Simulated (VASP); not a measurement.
A run of VASP 6.6.1:

Contents of INCAR:

```
SYSTEM = TiAl
ALGO = Normal ; EDIFF = 1E-7
ENCUT = 520 ; GGA = RE
ISIF = 2 ; ISMEAR = -1
IVDW = 13 ; LASPH = .True.
LCHARG = .False. ; LREAL = .False.
LWAVE = .False. ; NBANDS = 14
NELM = 80 ; PREC = Accurate
SIGMA = 0.05
```

Contents of KPOINTS:

```
k-points
0
Gamma
  8 8 8
  0 0 0
```

POSCAR

```
TiAl
1.0
    3.1620726620      0.0000000000      0.0000000000
    0.0000000000      3.1620726620      0.0000000000
    0.0000000000      0.0000000000      3.1620726620
Ti Al
1 1
Direct
    0.0000000000      0.0000000000      0.0000000000
    0.5000000000      0.5000000000      0.5000000000
```

Potentials or basis: VASP PAW PBE potentials, release 64 (Ti_sv, Al).

Launch:

```bash
$ cat potpaw_PBE.64/Ti_sv/POTCAR potpaw_PBE.64/Al/POTCAR > POTCAR
$ mpirun -np 1 vasp_std > vasp.out
```

Hardware: 1 thread of AMD EPYC 7R13, with other jobs on the host.

Task: How long does it take, and how much memory?

Result: Wall time 32 s on 1 thread of AMD EPYC 7R13 (shared host), peak memory 0.12 GiB. Counts: scf iterations 15, k points 35.
